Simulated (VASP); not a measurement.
Write the native input for VASP 6.6.1 that does the following.

* Task: single point
* Functional: LDA
* Potentials or basis: VASP PAW LDA potentials, release 64 (W_sv, C)
* Cutoff: 520 eV
* k mesh: 11 × 11 × 11
* Occupations: methfessel-paxton, width 0.1 eV
* Spin: no spin polarisation
* Dipole correction: no
* Further INCAR settings: ALGO = Normal; EDIFF = 1e-06; NBANDS = 16

The structure of WC lies in POSCAR:

```
WC
1.0
    0.0000000000      2.1926840000      2.1926840000
    2.1926840000      0.0000000000      2.1926840000
    2.1926840000      2.1926840000      0.0000000000
W C
1 1
Direct
    0.0000000000      0.0000000000      0.0000000000
    0.5000000000      0.5000000000      0.5000000000
```

One way to write it, as run:

INCAR

```
PREC     = Accurate       # precision mode
ENCUT    = 520            # plane-wave cutoff, eV
EDIFF    = 1E-6           # SCF threshold, eV
ISMEAR   = 1              # smearing method
SIGMA    = 0.1            # smearing width, eV
LREAL    = F              # projectors in reciprocal space
LASPH    = T              # aspherical terms in the spheres
NELM     = 80             # most SCF steps
ALGO     = Normal         # electronic algorithm
ISIF     = 2              # what is computed and relaxed
LWAVE    = F              # write WAVECAR
LCHARG   = F              # write CHGCAR
NBANDS   = 16             # bands
```

KPOINTS

```
Automatic mesh
0
Gamma
  11 11 11
```

Potentials or basis: VASP PAW LDA potentials, release 64 (W_sv, C).

Launch:

```sh
$ cat potpaw_LDA.64/W_sv/POTCAR potpaw_LDA.64/C/POTCAR > POTCAR
$ mpirun -np 1 vasp_std > vasp.out
```

It gave:

- Pressure: -13.8 GPa
- Band gap on the k mesh: zero (band 9 reaches 13.19 eV, above the bottom of band 10 at 10.14 eV)

Caveat: spin-orbit coupling is left out, which moves the levels of the heavy elements.

Wall time 6.9 s on 1 thread of Intel(R) Xeon(R) 6975P-C (Granite Rapids), on a shared host, peak memory 0.14 GiB.
